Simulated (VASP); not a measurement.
# SiH10C20 in VASP: a series of runs

The runs below take SiH10C20 through single point, with PBE.

Program: VASP 6.6.1. These are calculated values, not measurements. Logs are shortened: lines on timing, memory, paths and dates and some standing lists are left out, and cuts for length are marked.

**1. The cell of the first run**

The cell holds a slab with vacuum, 31 atoms: a = 5.049 Å, b = 5.049 Å, c = 15.836 Å, α = 90.00°, β = 90.00°, γ = 90.00°.

**2. Single point, PBE, collinear spin, zero start**

File INCAR:

```
  PREC = Accurate
  ENCUT = 520
  EDIFF = 1E-6
  ISMEAR = 0
  SIGMA = 0.02
  LREAL = Auto
  LASPH = T
  NELM = 150
  ALGO = Normal
  ISIF = 2
  LWAVE = F
  LCHARG = T
  ISPIN = 2
  MAGMOM = 0 0 0 0 0 0 0 0 0 0 0 0 0 0 0 0 0 0 0 0 0 0 0 0 0 0 0 0 0 0 0
  LORBIT = 11
  GGA = PE
  LELF = T
  LVHAR = T
  NBANDS = 72
```

File KPOINTS:

```
regular mesh
0
Gamma
  2 2 1
```

File POSCAR:

```
SiH10C20
1.0
    5.0487420000      0.0000000000      0.0000000000
    0.0000000000      5.0487420000      0.0000000000
    0.0000000000      0.0000000000     15.8355610000
H C Si
10 20 1
Direct
    0.4277867635      0.0000000000      0.0631490100
    0.0722132365      0.0000000000      0.0631490100
    0.9277867635      0.0000000000      0.0631490100
    0.5722132365      0.0000000000      0.0631490100
    0.4277867635      0.5000000000      0.0631490100
    0.0722132365      0.5000000000      0.0631490100
    0.9277867635      0.5000000000      0.0631490100
    0.5722132365      0.5000000000      0.0631490100
    0.2544091182      0.5027428615      0.3884519153
    0.7511526634      0.5012662560      0.3883225861
    0.2500000990      0.0000000000      0.1032296867
    0.7500000990      0.0000000000      0.1032296867
    0.2500000990      0.5000000000      0.1032296867
    0.7500000990      0.5000000000      0.1032296867
    0.2500000990      0.2500000990      0.1595901781
    0.7500000990      0.2500000990      0.1595901781
    0.2500000990      0.7500000990      0.1595901781
    0.7500000990      0.7500000990      0.1595901781
    0.0031944591      0.2462506502      0.2134929100
    0.5009812345      0.2520546703      0.2104667463
    0.0026071841      0.7480576350      0.2216926195
    0.5013789574      0.7515515746      0.2193558536
    0.0084173444      0.0114204687      0.2777265043
    0.5043295934      0.0198758423      0.2695437819
    0.0042289743      0.4792924653      0.2739523406
    0.5019204784      0.4838728143      0.2727323648
    0.2706909959      0.0838628712      0.3286607276
    0.7506202535      0.0831529914      0.3244870832
    0.2563095916      0.4101580156      0.3254002179
    0.7513667761      0.4131229126      0.3239248044
    0.5824177587     -0.0348419468      0.4245447951
```

Potentials or basis: VASP PAW PBE potentials, release 64 (H, C, Si).

On the command line:

```bash
$ cat potpaw_PBE.64/H/POTCAR potpaw_PBE.64/C/POTCAR potpaw_PBE.64/Si/POTCAR > POTCAR
$ mpirun -np 1 vasp_std > vasp.out
```

OUTCAR:

```text
PREC = Accurate
   ENCUT = 520
   EDIFF = 1E-6
   ISMEAR = 0
   LREAL = Auto
   LASPH = T
   NELM = 150
   ISIF = 2
   ISPIN = 2
   LORBIT = 11
   GGA = PE

 ion  position               nearest neighbor table
   1  0.428  0.000  0.063-   4 0.73  11 1.10
   2  0.072  0.000  0.063-   3 0.73  11 1.10
   3  0.928  0.000  0.063-   2 0.73  12 1.10
   4  0.572  0.000  0.063-   1 0.73  12 1.10
   5  0.428  0.500  0.063-   8 0.73  13 1.10
   6  0.072  0.500  0.063-   7 0.73  13 1.10
   7  0.928  0.500  0.063-   6 0.73  14 1.10
   8  0.572  0.500  0.063-   5 0.73  14 1.10
   9  0.254  0.503  0.388-  29 1.10
  10  0.751  0.501  0.388-  30 1.11
  11  0.250  0.000  0.103-   1 1.10   2 1.10  17 1.55  15 1.55
  12  0.750  0.000  0.103-   3 1.10   4 1.10  18 1.55  16 1.55
  13  0.250  0.500  0.103-   5 1.10   6 1.10  15 1.55  17 1.55
  14  0.750  0.500  0.103-   7 1.10   8 1.10  16 1.55  18 1.55
  15  0.250  0.250  0.160-  20 1.50  19 1.51  13 1.55  11 1.55
  16  0.750  0.250  0.160-  20 1.49  19 1.54  14 1.55  12 1.55
  17  0.250  0.750  0.160-  11 1.55  13 1.55  22 1.58  21 1.59
  18  0.750  0.750  0.160-  12 1.55  14 1.55  22 1.57  21 1.61
  19  0.003  0.246  0.213-  15 1.51  25 1.52  16 1.54  23 1.56
  20  0.501  0.252  0.210-  16 1.49  24 1.50  15 1.50  26 1.53
  21  0.003  0.748  0.222-  25 1.59  17 1.59  23 1.60  18 1.61
  22  0.501  0.752  0.219-  24 1.57  18 1.57  17 1.58  26 1.59
  23  0.008  0.011  0.278-  28 1.54  19 1.56  27 1.59  21 1.60
  24  0.504  0.020  0.270-  20 1.50  27 1.54  28 1.55  22 1.57  31 2.50
  25  0.004  0.479  0.274-  19 1.52  30 1.54  29 1.55  21 1.59
  26  0.502  0.484  0.273-  20 1.53  30 1.54  29 1.54  22 1.59
  27  0.271  0.084  0.329-  24 1.54  23 1.59  29 1.65  31 2.27
  28  0.751  0.083  0.324-  23 1.54  24 1.55  30 1.67  31 1.89
  29  0.256  0.410  0.325-   9 1.10  26 1.54  25 1.55  27 1.65
  30  0.751  0.413  0.324-  10 1.11  25 1.54  26 1.54  28 1.67
  31  0.582  0.965  0.425-  28 1.89  27 2.27  24 2.50

  LATTYP: Found a simple tetragonal cell.
 ALAT       =     5.0487420000
 C/A-ratio  =     3.1365359925

  Lattice vectors:

 A1 = (   5.0487420000,   0.0000000000,   0.0000000000)
 A2 = (   0.0000000000,   5.0487420000,   0.0000000000)
 A3 = (   0.0000000000,   0.0000000000,  15.8355610000)

Analysis of symmetry for initial positions (statically):
=====================================================================
 Subroutine PRICEL returns:
 Original cell was already a primitive cell.

 Routine SETGRP: Setting up the symmetry group for a
 simple tetragonal supercell.

 Subroutine GETGRP returns: Found  1 space group operations
 (whereof  1 operations were pure point group operations)
 out of a pool of 16 trial point group operations.

The static configuration has the point symmetry C_1 .

Analysis of symmetry for dynamics (positions and initial velocities):
=====================================================================
 Subroutine PRICEL returns:
 Original cell was already a primitive cell.

 Routine SETGRP: Setting up the symmetry group for a
 simple tetragonal supercell.

 Subroutine GETGRP returns: Found  1 space group operations
 (whereof  1 operations were pure point group operations)
 out of a pool of 16 trial point group operations.

The dynamic configuration has the point symmetry C_1 .

Analysis of structural, dynamic, and magnetic symmetry:
=====================================================================
 Subroutine PRICEL returns:
 Original cell was already a primitive cell.

 Routine SETGRP: Setting up the symmetry group for a
 simple tetragonal supercell.

 Subroutine GETGRP returns: Found  1 space group operations
 (whereof  1 operations were pure point group operations)
 out of a pool of 16 trial point group operations.

The overall configuration has the point symmetry C_1 .

[... 114 lines left out ...]
  0.500000  0.000000  0.000000      1.000000
  0.000000  0.500000  0.000000      1.000000
  0.500000  0.500000  0.000000      1.000000
   k-points           NKPTS =      4   k-points in BZ     NKDIM =      4   number of bands    NBANDS=     72
   number of dos      NEDOS =    301   number of ions     NIONS =     31
   total plane-waves  NPLWV = 192000
   dimension x,y,z NGX =    40 NGY =   40 NGZ =  120
   dimension x,y,z NGXF=    80 NGYF=   80 NGZF=  240
   ions per type =              10  20   1
   NGX,Y,Z   is equivalent  to a cutoff of  13.17, 13.17, 12.60 a.u.
   NGXF,Y,Z  is equivalent  to a cutoff of  26.34, 26.34, 25.20 a.u.
 SYSTEM =  unknown system
   PREC   = accura    normal or accurate (medium, high low for compatibility)
   ISTART =      0    job   : 0-new  1-cont  2-samecut
   ICHARG =      2    charge: 1-file 2-atom 10-const
   ISPIN  =      2    spin polarized calculation?
   LNONCOLLINEAR =      F non collinear calculations
   LSORBIT =      F    spin-orbit coupling
   LASPH  =      T    aspherical Exc in radial PAW
   ENCUT  =  520.0 eV  38.22 Ry    6.18 a.u.   9.39  9.39 29.44*2*pi/ulx,y,z
   NELM   =    150;   NELMIN=  2; NELMDL= -5     # of ELM steps
   EDIFF  = 0.1E-05   stopping-criterion for ELM
   LREAL  =      T    real-space projection
   EDIFFG = 0.1E-04   stopping-criterion for IOM
   NSW    =      0    number of steps for IOM
   IBRION =     -1    ionic relax: 0-MD 1-quasi-New 2-CG
   NFREE  =      0    steps in history (QN), initial steepest desc. (CG)
   ISIF   =      2    stress and relaxation
   ISYM   =      2    0-nonsym 1-usesym 2-fastsym
   POTIM  = 0.5000    time-step for ionic-motion
   TEBEG  =    0.0;   TEEND  =   0.0 temperature during run
   PSTRESS=    0.0 pullay stress
   NELECT =      94.0000    total number of electrons
   NUPDOWN=      -1.0000    fix difference up-down
   EMIN   =  10.00;   EMAX   =-10.00  energy-range for DOS
   EFERMI =   0.00;   METHOD = LEGACY
   ISMEAR =     0;   SIGMA  =   0.02  broadening in eV -4-tet -1-fermi 0-gaus
   EFERMI_NEDOS =   21; number of points for ismear=-14 and -15
   IALGO  =     38    algorithm
   IMIX   =      4    mixing-type and parameters
     AMIX     =   0.40;   BMIX     =  1.00
     AMIX_MAG =   1.60;   BMIX_MAG =  1.00
  volume/ion in A,a.u.               =      13.02        87.87
  Fermi-wavevector in a.u.,A,eV,Ry     =   1.007204  1.903340 13.802569  1.014460
  Thomas-Fermi vector in A             =   2.139994
   LORBIT       =     11    0 simple, 1 ext, 2 COOP (PROOUT), +10 PAW based schemes
   GGA     = PE    functional components
   LHFCALC =     F    Hartree Fock is set to
   AEXX    =    0.0000 exact exchange contribution
   IVDW    =     0    specifies the selected vdW correction
   LEPSILON=     F    determine dielectric tensor
   LRPA    =     F    only Hartree local field effects (RPA)
 spin polarized calculation
 Gauss-broadening in eV      SIGMA  =   0.02
  energy-cutoff  :      520.00
  volume of cell :      403.65
 maximum number of plane-waves:     10887
 NGX is ok and might be reduce to    40
   NGX = 19   NGY = 19   NGZ = 59

 number of electron      94.0000007 magnetization      -0.0001120

 number of electron      94.0000007 magnetization       0.0000253

 Free energy of the ion-electron system (eV)
  ---------------------------------------------------
  ext. energy  EPLUGINS =         0.00000000
  ---------------------------------------------------
  free energy    TOTEN  =      -204.21011041 eV

  energy without entropy =     -204.20852196  energy(sigma->0) =     -204.20931618

 E-fermi :   1.4133     XC(G=0):  -5.9869

 val. band max:        1.3906666037   @ k =   0.0000   0.5000   0.0000
 cond. band min:       1.4358608306   @ k =   0.5000   0.5000   0.0000
 fundamental gap:      0.0451942269
 Fermi energy:         1.4133117501

 spin component 1

 k-point     1 :       0.0000    0.0000    0.0000
  band No.  band energies     occupation
      1     -19.6854      1.00000
      2     -17.4918      1.00000
      3     -15.5118      1.00000
      4     -15.1382      1.00000
      5     -15.1200      1.00000
      6     -15.1047      1.00000
[... 237 lines left out ...]
     58       6.8520      0.00000
     59       7.0043      0.00000
 Fermi energy:         1.4133117501

 spin component 2

 k-point     1 :       0.0000    0.0000    0.0000
  band No.  band energies     occupation
      1     -19.6854      1.00000
      2     -17.4918      1.00000
      3     -15.5118      1.00000
      4     -15.1382      1.00000
      5     -15.1200      1.00000
      6     -15.1047      1.00000
[... 237 lines left out ...]
     58       6.8522      0.00000
     59       7.0046      0.00000
 [bands above 59 left out]

------------------------ aborting loop because EDIFF is reached ----------------------------------------

  FORCE on cell =-STRESS in cart. coord.  units (eV):
  Direction    XX          YY          ZZ          XY          YZ          ZX
  --------------------------------------------------------------------------------------
  -------------------------------------------------------------------------------------
  Total       69.0196000     -6.7078163     -5.4635103      1.5765515      0.7366637     -5.0001131
  in kB      273.9575103    -26.6251422    -21.6861540      6.2577606      2.9240180    -19.8468050
  external PRESSURE =      75.2154047 kB  Pullay stress =       0.0000000 kB

 VOLUME and BASIS-vectors are now :
 -----------------------------------------------------------------------------
  energy-cutoff  :      520.00
  volume of cell :      403.65
      direct lattice vectors                 reciprocal lattice vectors
     5.048742000  0.000000000  0.000000000     0.198069143  0.000000000  0.000000000
     0.000000000  5.048742000  0.000000000     0.000000000  0.198069143  0.000000000
     0.000000000  0.000000000 15.835561000     0.000000000  0.000000000  0.063149010

 POSITION                                       TOTAL-FORCE (eV/Angst)
 -----------------------------------------------------------------------------------
      2.15978      0.00000      1.00000        -8.936782     -0.062698      0.049039
      0.36459      0.00000      1.00000         8.929165     -0.036776      0.047109
      4.68416      0.00000      1.00000        -8.932237     -0.042213      0.046226
      2.88896      0.00000      1.00000         8.921571     -0.057169      0.050113
      2.15978      2.52437      1.00000        -8.947650      0.025343      0.065870
      0.36459      2.52437      1.00000         8.926054      0.068707      0.029269
[... 23 lines left out ...]
      3.79346      2.08575      5.12953         0.009293     -0.031392      0.014019
      2.94048      4.87283      6.72291        -1.357133      0.187589     -0.353658
 -----------------------------------------------------------------------------------
    total drift:                               -0.021221      0.003393      0.012491

  FREE ENERGIE OF THE ION-ELECTRON SYSTEM (eV)
  ---------------------------------------------------
  free  energy   TOTEN  =      -204.2101104118 eV

  energy  without entropy=     -204.2085219571  energy(sigma->0) =     -204.20931618

 total charge

# of ion       s       p       d       tot
------------------------------------------
    1        0.743   0.102   0.000   0.845
    2        0.742   0.102   0.000   0.845
    3        0.743   0.102   0.000   0.845
    4        0.742   0.102   0.000   0.844
    5        0.742   0.102   0.000   0.844
    6        0.743   0.102   0.000   0.845
[... 23 lines left out ...]
   30        0.837   1.690   0.000   2.528
   31        0.898   0.662   0.000   1.560
--------------------------------------------------
tot         24.819  36.216   0.000  61.035

 magnetization (x)

# of ion       s       p       d       tot
------------------------------------------
    1       -0.000  -0.000   0.000  -0.000
    2       -0.000  -0.000   0.000  -0.000
    3       -0.000  -0.000   0.000  -0.000
    4       -0.000  -0.000   0.000  -0.000
    5       -0.000  -0.000   0.000  -0.000
    6       -0.000  -0.000   0.000  -0.000
[... 23 lines left out ...]
   30        0.000   0.000   0.000   0.000
   31       -0.000   0.000   0.000   0.000
--------------------------------------------------
tot          0.000   0.000   0.000   0.000
```

Run time: 6.7 min. Hardware: 1 thread of AMD EPYC 9R45 (Zen 5), shared host; peak memory 0.62 GiB.

What came out:

| Item | Value |
| --- | --- |
| Free energy | -204.2101 eV |
| Largest force | 8.948 eV/Å |
| Band gap on the k mesh | 0.05 eV (least direct gap 0.10 eV) |
| Net moment | 0.00 μB per cell |
| Valence electrons inside the program's atomic spheres | H 0.84, 0.69, 0.68 (each value once); C 2.68, 2.60, 2.59, 2.51, 2.61, 2.67, 2.46, 2.49, 2.58, 2.56, 2.41, 2.52, 2.54, 2.53 (each value once); Si 1.56 |

Forces on the atoms (eV/Å):
```
H   -8.937 -0.063  0.049
H    8.929 -0.037  0.047
H   -8.932 -0.042  0.046
H    8.922 -0.057  0.050
H   -8.948  0.025  0.066
H    8.926  0.069  0.029
H   -8.933  0.069  0.015
H    8.923  0.023  0.088
H    0.040  0.026  0.031
H    0.003  0.008  0.009
C   -0.078 -0.132  1.019
C    0.116 -0.120  1.043
C   -0.208  0.151  1.004
C    0.336  0.144  1.050
C    0.010 -0.020 -2.814
C    0.559 -0.096 -2.678
C    0.084 -0.050  0.523
C    0.275 -0.017  0.570
C    0.009 -0.039  0.034
C    0.002  0.028 -0.047
C    0.006 -0.011  0.039
C    0.010  0.008 -0.025
C    0.035 -0.053  0.110
C    0.039 -0.001 -0.093
C    0.017  0.005  0.015
C    0.020  0.052 -0.015
C    0.106 -0.043  0.109
C   -0.017  0.008  0.050
C    0.034  0.009  0.015
C    0.009 -0.031  0.014
Si  -1.357  0.188 -0.354
```

Caveat: the k points lie up to 0.62 Å⁻¹ apart; there is no dipole correction, which matters where the two faces differ.

[end of part 1 of 2]
